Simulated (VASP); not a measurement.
Runs of VASP 6.6.1 on Fe. The structure is that of space group I4/mmm (No. 139), or close to it. The cells are those of the table. 

| cell | gap on the mesh (eV) | pressure (GPa) | moment (μB) |
| --- | --- | --- | --- |
| a = 2.433 Å, angles 111.6, 111.6, 105.4°, 1 atom | none | 6.2 | 2.16 |
| a = 2.508 Å, angles 113.7, 113.7, 101.2°, 1 atom | none | -6.3 | 2.34 |
| a = 2.481 Å, angles 116.0, 116.0, 97.0°, 1 atom | none | 3.4 | 2.25 |
| a = 2.436 Å, angles 116.0, 116.0, 97.0°, 1 atom | none | 14.5 | 2.10 |
| a = 2.388 Å, angles 111.6, 111.6, 105.4°, 1 atom | none | 19.4 | 2.03 |
| a = 2.419 Å, angles 105.7, 105.7, 117.3°, 1 atom | none | (a) | 2.10 |
| a = 2.459 Å, angles 116.0, 116.0, 97.0°, 1 atom | none | 8.4 | 2.17 |
| a = 2.411 Å, angles 111.6, 111.6, 105.4°, 1 atom | none | 11.9 | 2.09 |
| a = 2.503 Å, angles 116.0, 116.0, 97.0°, 1 atom | none | -0.5 | 2.33 |
| a = 2.455 Å, angles 107.5, 107.5, 113.5°, 1 atom | none | 0.7 | (c) |
| a = 2.524 Å, angles 116.0, 116.0, 97.0°, 1 atom | none | (b) | 2.44 |
| a = 2.528 Å, angles 105.7, 105.7, 117.3°, 1 atom | none | -6.7 | 2.49 |

Alike in all rows: task single point; level PBE; potentials or basis VASP PAW PBE potentials, release 64 (Fe); spin collinear, ferromagnetic start; k mesh 12 × 12 × 12; cutoff (eV) 520; smearing gaussian 0.15 eV.

Question: Fill in the values left out.

Answer: (a) 13.7; (b) -3.3; (c) 2.20.

A gap of «none» marks levels without a gap at the run's occupations.
